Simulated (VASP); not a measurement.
# SnO2 (P4_2/mnm) in VASP: notebook

SnO2 is run at these levels: r2SCAN; tasks: single point.

Everything below comes from runs of VASP 6.6.1. Logs are shortened: lines on timing, memory, paths and dates and some standing lists are left out, and cuts for length are marked.

### Step 1. The cell of the first run

The structure is tetragonal, space group P4_2/mnm (No. 136). The conventional cell has a = 4.902 Å, b = 4.902 Å, c = 3.144 Å, α = 90.00°, β = 90.00°, γ = 90.00°. Within 2.7 Å of Sn (site symmetry mmm) lie 6 O at 2.07 to 2.12 Å. O (site symmetry m2m) has 3 Sn at 2.07 to 2.12 Å and 1 O at 2.69 Å within 2.7 Å.

### Step 2. Single point, r2SCAN (biaxial strain in the a-b plane: +3.0 %)

File POSCAR:

```
SnO2
1.0
    4.9019765822      0.0000000000      0.0000000000
    0.0000000000      4.9019765822      0.0000000000
    0.0000000000      0.0000000000      3.1436471044
Sn O
2 4
Direct
    0.5000000000      0.5000000000      0.5000000000
    0.0000000000      0.0000000000      0.0000000000
    0.1939466458      0.8060533542      0.5000000000
    0.8060533542      0.1939466458      0.5000000000
    0.3060533542      0.3060533542      0.0000000000
    0.6939466458      0.6939466458      0.0000000000
```

File INCAR.step1:

```
SYSTEM = SnO2
PREC = Accurate ; ENCUT = 520
ISMEAR = 0 ; SIGMA = 0.02
LREAL = .FALSE. ; LASPH = .TRUE.
NELM = 100 ; NBANDS = 35
GGA = PE ; ALGO = Normal
EDIFF = 1E-4 ; LWAVE = .TRUE.
LCHARG = .FALSE.
```

File INCAR.step2:

```
SYSTEM = SnO2
PREC = Accurate ; ENCUT = 520
EDIFF = 1E-7 ; ISMEAR = 0
SIGMA = 0.02 ; LREAL = .FALSE.
LASPH = .TRUE. ; NELM = 100
ALGO = Normal ; ISIF = 2
LWAVE = .FALSE. ; LCHARG = .FALSE.
METAGGA = R2SCAN ; LMIXTAU = .TRUE.
NBANDS = 35 ; ISTART = 1
```

File KPOINTS:

```
Automatic mesh
0
G
  6 6 8
  0 0 0
```

Potentials or basis: VASP PAW PBE potentials, release 64 (Sn_d, O).

Started as:

```
> cat potpaw_PBE.64/Sn_d/POTCAR potpaw_PBE.64/O/POTCAR > POTCAR
> cp INCAR.step1 INCAR
> mpirun -np 1 vasp_std > vasp.out
> cp INCAR.step2 INCAR
> mpirun -np 1 vasp_std > vasp.out
```

OUTCAR:

```text
SYSTEM = SnO2
   PREC = Accurate
   ENCUT = 520
   EDIFF = 1E-7
   ISMEAR = 0
   LREAL = .FALSE.
   LASPH = .TRUE.
   NELM = 100
   ISIF = 2
   METAGGA = R2SCAN
   ISTART = 1

 ion  position               nearest neighbor table
   1  0.500  0.500  0.500-   5 2.07   6 2.07   5 2.07   6 2.07   3 2.12   4 2.12
   2  0.000  0.000  0.000-   3 2.07   4 2.07   3 2.07   4 2.07   5 2.12   6 2.12
   3  0.194  0.806  0.500-   2 2.07   2 2.07   1 2.12
   4  0.806  0.194  0.500-   2 2.07   2 2.07   1 2.12
   5  0.306  0.306  0.000-   1 2.07   1 2.07   2 2.12
   6  0.694  0.694  0.000-   1 2.07   1 2.07   2 2.12

  LATTYP: Found a simple tetragonal cell.
 ALAT       =     4.9019765822
 C/A-ratio  =     0.6413019425

  Lattice vectors:

 A1 = (   4.9019765822,   0.0000000000,   0.0000000000)
 A2 = (   0.0000000000,   4.9019765822,   0.0000000000)
 A3 = (   0.0000000000,   0.0000000000,   3.1436471044)

Analysis of symmetry for initial positions (statically):
=====================================================================
 Subroutine PRICEL returns:
 Original cell was already a primitive cell.

 Routine SETGRP: Setting up the symmetry group for a
 simple tetragonal supercell.

 Subroutine GETGRP returns: Found 16 space group operations
 (whereof  8 operations were pure point group operations)
 out of a pool of 16 trial point group operations.

The static configuration has the point symmetry D_2h.
 The point group associated with its full space group is D_4h.

Analysis of symmetry for dynamics (positions and initial velocities):
=====================================================================
 Subroutine PRICEL returns:
 Original cell was already a primitive cell.

 Routine SETGRP: Setting up the symmetry group for a
 simple tetragonal supercell.

 Subroutine GETGRP returns: Found 16 space group operations
 (whereof  8 operations were pure point group operations)
 out of a pool of 16 trial point group operations.

The dynamic configuration has the point symmetry D_2h.
 The point group associated with its full space group is D_4h.

 Subroutine INISYM returns: Found 16 space group operations
 (whereof  8 operations are pure point group operations),
 and found     1 'primitive' translations

----------------------------------------------------------------------------------------

                                     Primitive cell

  volume of cell :      75.5399

  direct lattice vectors                    reciprocal lattice vectors
     4.901976582  0.000000000  0.000000000     0.203999343  0.000000000  0.000000000
     0.000000000  4.901976582  0.000000000     0.000000000  0.203999343  0.000000000
     0.000000000  0.000000000  3.143647104     0.000000000  0.000000000  0.318101863

  length of vectors
     4.901976582  4.901976582  3.143647104     0.203999343  0.203999343  0.318101863

  position of ions in fractional coordinates (direct lattice)
     0.500000000  0.500000000  0.500000000
     0.000000000  0.000000000  0.000000000
     0.193946646  0.806053354  0.500000000
     0.806053354  0.193946646  0.500000000
     0.306053354  0.306053354  0.000000000
     0.693946646  0.693946646  0.000000000

  ion indices of the primitive-cell ions
   primitive index   ion index
                 1           1
                 2           2
                 3           3
                 4           4
                 5           5
                 6           6

----------------------------------------------------------------------------------------

 KPOINTS: Automatic mesh

Automatic generation of k-mesh.
 Grid dimensions read from file:
 generate k-points for:    6    6    8

 Generating k-lattice:

  Cartesian coordinates                     Fractional coordinates (reciprocal lattice)
     0.033999890  0.000000000  0.000000000     0.166666667  0.000000000  0.000000000
     0.000000000  0.033999890  0.000000000     0.000000000  0.166666667  0.000000000
     0.000000000  0.000000000  0.039762733     0.000000000  0.000000000  0.125000000

  Length of vectors
     0.033999890  0.033999890  0.039762733

  Shift w.r.t. Gamma in fractional coordinates (k-lattice)
     0.000000000  0.000000000  0.000000000

 Subroutine IBZKPT returns following result:
 ===========================================

 Found     50 irreducible k-points:

 Following reciprocal coordinates:
            Coordinates               Weight
  0.000000  0.000000  0.000000      1.000000
  0.166667  0.000000  0.000000      4.000000
  0.333333  0.000000  0.000000      4.000000
  0.500000  0.000000  0.000000      2.000000
  0.166667  0.166667  0.000000      4.000000
  0.333333  0.166667  0.000000      8.000000
[... 16 lines left out ...]
  0.333333  0.000000  0.250000      8.000000
  0.500000  0.000000  0.250000      4.000000
 [... further k-points ...]
   k-points           NKPTS =     50   k-points in BZ     NKDIM =     50   number of bands    NBANDS=     35
   number of dos      NEDOS =    301   number of ions     NIONS =      6
   total plane-waves  NPLWV =  31104
   dimension x,y,z NGX =    36 NGY =   36 NGZ =   24
   dimension x,y,z NGXF=    72 NGYF=   72 NGZF=   48
   ions per type =               2   4
   NGX,Y,Z   is equivalent  to a cutoff of  12.21, 12.21, 12.69 a.u.
   NGXF,Y,Z  is equivalent  to a cutoff of  24.42, 24.42, 25.38 a.u.
 SYSTEM =  SnO2
   PREC   = accura    normal or accurate (medium, high low for compatibility)
   ISTART =      1    job   : 0-new  1-cont  2-samecut
   ICHARG =      0    charge: 1-file 2-atom 10-const
   ISPIN  =      1    spin polarized calculation?
   LNONCOLLINEAR =      F non collinear calculations
   LSORBIT =      F    spin-orbit coupling
   LASPH  =      T    aspherical Exc in radial PAW
   ENCUT  =  520.0 eV  38.22 Ry    6.18 a.u.   9.11  9.11  5.85*2*pi/ulx,y,z
   NELM   =    100;   NELMIN=  2; NELMDL=  0     # of ELM steps
   EDIFF  = 0.1E-06   stopping-criterion for ELM
   LREAL  =      F    real-space projection
   EDIFFG = 0.1E-05   stopping-criterion for IOM
   NSW    =      0    number of steps for IOM
   IBRION =     -1    ionic relax: 0-MD 1-quasi-New 2-CG
   NFREE  =      0    steps in history (QN), initial steepest desc. (CG)
   ISIF   =      2    stress and relaxation
   ISYM   =      2    0-nonsym 1-usesym 2-fastsym
   POTIM  = 0.5000    time-step for ionic-motion
   TEBEG  =    0.0;   TEEND  =   0.0 temperature during run
   PSTRESS=    0.0 pullay stress
   NELECT =      52.0000    total number of electrons
   NUPDOWN=      -1.0000    fix difference up-down
   EMIN   =  10.00;   EMAX   =-10.00  energy-range for DOS
   EFERMI =   0.00;   METHOD = LEGACY
   ISMEAR =     0;   SIGMA  =   0.02  broadening in eV -4-tet -1-fermi 0-gaus
   EFERMI_NEDOS =   21; number of points for ismear=-14 and -15
   IALGO  =     38    algorithm
   IMIX   =      4    mixing-type and parameters
     AMIX     =   0.40;   BMIX     =  1.00
     AMIX_MAG =   1.60;   BMIX_MAG =  1.00
  volume/ion in A,a.u.               =      12.59        84.96
  Fermi-wavevector in a.u.,A,eV,Ry     =   1.445497  2.731593 28.428851  2.089462
  Thomas-Fermi vector in A             =   2.563672
   LORBIT       =      0    0 simple, 1 ext, 2 COOP (PROOUT), +10 PAW based schemes
   METAGGA = R2SCAN    functional components
   LHFCALC =     F    Hartree Fock is set to
   AEXX    =    0.0000 exact exchange contribution
   IVDW    =     0    specifies the selected vdW correction
   LEPSILON=     F    determine dielectric tensor
   LRPA    =     F    only Hartree local field effects (RPA)
 non-spin polarized calculation
 Gauss-broadening in eV      SIGMA  =   0.02
  energy-cutoff  :      520.00
  volume of cell :       75.54
 maximum number of plane-waves:      2053
   NGX = 19   NGY = 19   NGZ = 11

 number of electron      51.9999986 magnetization

 Free energy of the ion-electron system (eV)
  ---------------------------------------------------
  ext. energy  EPLUGINS =         0.00000000
  ---------------------------------------------------
  free energy    TOTEN  =       -84.52324233 eV

  energy without entropy =      -84.52324233  energy(sigma->0) =      -84.52324233

 E-fermi :   5.2235     XC(G=0): -11.7182

 val. band max:        5.0670454018   @ k =   0.0000   0.0000   0.0000
 cond. band min:       6.5548614170   @ k =   0.0000   0.0000   0.0000
 fundamental gap:      1.4878160152
 Fermi energy:         5.2235254758

 k-point     1 :       0.0000    0.0000    0.0000
  band No.  band energies     occupation
      1     -16.6353      2.00000
      2     -15.9029      2.00000
      3     -15.5487      2.00000
      4     -15.5487      2.00000
      5     -15.5344      2.00000
      6     -15.4199      2.00000
[... 27 lines left out ...]
     34      17.3407      0.00000
     35      18.0760      0.00000

 k-point     2 :       0.1667    0.0000    0.0000
  band No.  band energies     occupation
      1     -16.5952      2.00000
      2     -15.9540      2.00000
      3     -15.5476      2.00000
      4     -15.5475      2.00000
      5     -15.5336      2.00000
      6     -15.4541      2.00000
[... 27 lines left out ...]
     34      17.3562      0.00000
     35      18.0606      0.00000

 k-point     3 :       0.3333    0.0000    0.0000
  band No.  band energies     occupation
      1     -16.4794      2.00000
      2     -16.1051      2.00000
      3     -15.5452      2.00000
      4     -15.5451      2.00000
      5     -15.5310      2.00000
      6     -15.5016      2.00000
[... 27 lines left out ...]
     34      17.6638      0.00000
     35      18.0162      0.00000

 k-point     4 :       0.5000    0.0000    0.0000
  band No.  band energies     occupation
      1     -16.3033      2.00000
      2     -16.3033      2.00000
      3     -15.5440      2.00000
      4     -15.5440      2.00000
      5     -15.5234      2.00000
      6     -15.5234      2.00000
[... 27 lines left out ...]
     34      17.8896      0.00000
     35      18.6501      0.00000

 k-point     5 :       0.1667    0.1667    0.0000
  band No.  band energies     occupation
      1     -16.5637      2.00000
      2     -16.0072      2.00000
      3     -15.5490      2.00000
      4     -15.5450      2.00000
      5     -15.5325      2.00000
      6     -15.4745      2.00000
[... 638 lines left out ...]
 k-point    22 :       0.1667    0.0000    0.2500
  band No.  band energies     occupation
      1     -16.3519      2.00000
      2     -16.1438      2.00000
      3     -16.0434      2.00000
      4     -15.6244      2.00000
      5     -15.4307      2.00000
      6     -15.4231      2.00000
[... 27 lines left out ...]
     34      17.5125      0.00000
     35      17.8477      0.00000

 k-point    23 :       0.3333    0.0000    0.2500
  band No.  band energies     occupation
      1     -16.3526      2.00000
      2     -16.2377      2.00000
      3     -15.9253      2.00000
      4     -15.6786      2.00000
      5     -15.4294      2.00000
      6     -15.4220      2.00000
[... 27 lines left out ...]
     34      17.7379      0.00000
     35      18.0073      0.00000

 k-point    24 :       0.5000    0.0000    0.2500
  band No.  band energies     occupation
      1     -16.3150      2.00000
      2     -16.3150      2.00000
      3     -15.7899      2.00000
      4     -15.7899      2.00000
      5     -15.4261      2.00000
      6     -15.4261      2.00000
[... 27 lines left out ...]
     34      17.9024      0.00000
     35      18.2772      0.00000

 [... further k-points ...]
[... 5 lines left out ...]
  --------------------------------------------------------------------------------------
  -------------------------------------------------------------------------------------
  Total       -3.7947830     -3.7947830      0.4808191      0.0000000      0.0000000      0.0000000
  in kB      -80.4861734    -80.4861734     10.1980249      0.0000000      0.0000000      0.0000000
  external PRESSURE =     -50.2581073 kB  Pullay stress =       0.0000000 kB

 VOLUME and BASIS-vectors are now :
 -----------------------------------------------------------------------------
  energy-cutoff  :      520.00
  volume of cell :       75.54
      direct lattice vectors                 reciprocal lattice vectors
     4.901976582  0.000000000  0.000000000     0.203999343  0.000000000  0.000000000
     0.000000000  4.901976582  0.000000000     0.000000000  0.203999343  0.000000000
     0.000000000  0.000000000  3.143647104     0.000000000  0.000000000  0.318101863

 POSITION                                       TOTAL-FORCE (eV/Angst)
 -----------------------------------------------------------------------------------
      2.45099      2.45099      1.57182        -0.000000      0.000000     -0.000000
      0.00000      0.00000      0.00000        -0.000000      0.000000     -0.000000
      0.95072      3.95125      1.57182        -0.019769      0.019769      0.000000
      3.95125      0.95072      1.57182         0.019769     -0.019769     -0.000000
      1.50027      1.50027      0.00000         0.019769      0.019769      0.000000
      3.40171      3.40171      0.00000        -0.019769     -0.019769     -0.000000
 -----------------------------------------------------------------------------------
    total drift:                                0.000000      0.000000      0.000000

  FREE ENERGIE OF THE ION-ELECTRON SYSTEM (eV)
  ---------------------------------------------------
  free  energy   TOTEN  =       -84.5232423339 eV

  energy  without entropy=      -84.5232423339  energy(sigma->0) =      -84.52324233
```

Wall time 7 min (1 thread of Intel Xeon 6975P-C, shared host); peak memory 0.25 GiB.

What came out:

```
Free energy            : -84.5232 eV
Pressure               : -5.0 GPa
Largest force          : 0.028 eV/Å
Band gap on the k mesh : 1.49 eV, direct
```

Forces on the atoms (eV/Å):
```
Sn   0.000  0.000  0.000
Sn   0.000  0.000  0.000
O   -0.020  0.020  0.000
O    0.020 -0.020  0.000
O    0.020  0.020  0.000
O   -0.020 -0.020  0.000
```

Stress tensor (GPa, compression positive):
```
-8.05  0.00  0.00
 0.00 -8.05  0.00
 0.00  0.00  1.02
```

Levels at points of the mesh, in eV from the valence-band top:
| k point | band 22 | band 23 | band 24 | band 25 | band 26 | band 27 | band 28 | band 29 | band 30 | band 31 |
| --- | --- | --- | --- | --- | --- | --- | --- | --- | --- | --- |
| (0.00, 0.00, 0.00) | -1.11 | -1.11 | -0.80 | -0.80 | 0.00 | 1.49 | 6.85 | 7.14 | 7.14 | 10.77 |
| (0.50, 0.00, 0.00) | -1.95 | -1.07 | -1.07 | -0.65 | -0.65 | 4.61 | 4.61 | 7.93 | 7.93 | 11.14 |
| (0.50, 0.50, 0.00) | -1.84 | -1.17 | -1.17 | -0.96 | -0.96 | 5.13 | 5.13 | 8.15 | 8.15 | 11.18 |
| (0.00, 0.00, 0.50) | -2.55 | -1.54 | -1.54 | -1.21 | -1.21 | 6.43 | 6.43 | 10.06 | 10.06 | 11.22 |
| (0.50, 0.00, 0.50) | -1.67 | -1.07 | -1.07 | -0.80 | -0.80 | 6.64 | 6.64 | 8.24 | 8.24 | 12.01 |
| (0.50, 0.50, 0.50) | -2.50 | -0.96 | -0.96 | -0.86 | -0.86 | 5.07 | 5.07 | 9.39 | 9.39 | 11.55 |

Caveat: the cell differs from its parent crystal (biaxial strain in the a-b plane: +3.0 %); the PAW data sets were made with another functional, which shifts forces and pressure a little; spin-orbit coupling is left out, which moves the levels of the heavy elements.

[end of part 1 of 2]
